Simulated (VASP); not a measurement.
Set up this calculation in VASP 6.6.1, as the native input.

```yaml
Task: single point
Functional: PBE
Potentials_or_basis: VASP PAW PBE potentials, release 64 (Al, Ga_d, N)
Cutoff: 520 eV
k_mesh: 14 × 14 × 4
Occupations: gaussian, width 0.1 eV
Spin: no spin polarisation
Dipole_correction: no
Further_INCAR_settings: ALGO = Normal; EDIFF = 1e-06; NBANDS = 35
```

The structure of AlGa3N2 lies in POSCAR:

```
AlGa3N2
1.0
    2.8987950749      0.0000000000      0.0000000000
    0.0000000000      2.8987950749      0.0000000000
    0.0000000000      0.0000000000     10.0928050396
Al Ga N
1 3 2
Direct
    0.5000000000      0.5000000000      0.5000000000
    0.0000000000      0.0000000000      0.0000000000
    0.0000000000      0.0000000000      0.7463389344
    0.0000000000      0.0000000000      0.2536610656
    0.5000000000      0.5000000000      0.6867033240
    0.5000000000      0.5000000000      0.3132966760
```

These files were run (other wordings do the same):

INCAR

```
PREC     = Accurate       # precision mode
ENCUT    = 520            # plane-wave cutoff, eV
EDIFF    = 1E-6           # SCF threshold, eV
ISMEAR   = 0              # smearing method
SIGMA    = 0.1            # smearing width, eV
LREAL    = F              # projectors in reciprocal space
LASPH    = T              # aspherical terms in the spheres
NELM     = 60             # most SCF steps
ALGO     = Normal         # electronic algorithm
ISIF     = 2              # what is computed and relaxed
LWAVE    = F              # write WAVECAR
LCHARG   = T              # write CHGCAR
GGA      = PE             # functional
LELF     = T              # ELF
LVHAR    = T            
NBANDS   = 35             # bands
```

KPOINTS

```
Automatic mesh
0
Gamma
  14 14 4
```

Potentials or basis: VASP PAW PBE potentials, release 64 (Al, Ga_d, N).

The run is started by

```console
$ cat potpaw_PBE.64/Al/POTCAR potpaw_PBE.64/Ga_d/POTCAR potpaw_PBE.64/N/POTCAR > POTCAR
$ mpirun -np 1 vasp_std > vasp.out
```

It gave:

The pressure is 0.3 GPa. The largest force is 0.022 eV/Å and the band gap on the k mesh is zero (band 26 reaches 6.34 eV, above the bottom of band 27 at 4.89 eV).

Wall time 2.2 min on 1 thread of Intel(R) Xeon(R) 6975P-C (Granite Rapids), on a shared host, peak memory 0.39 GiB.
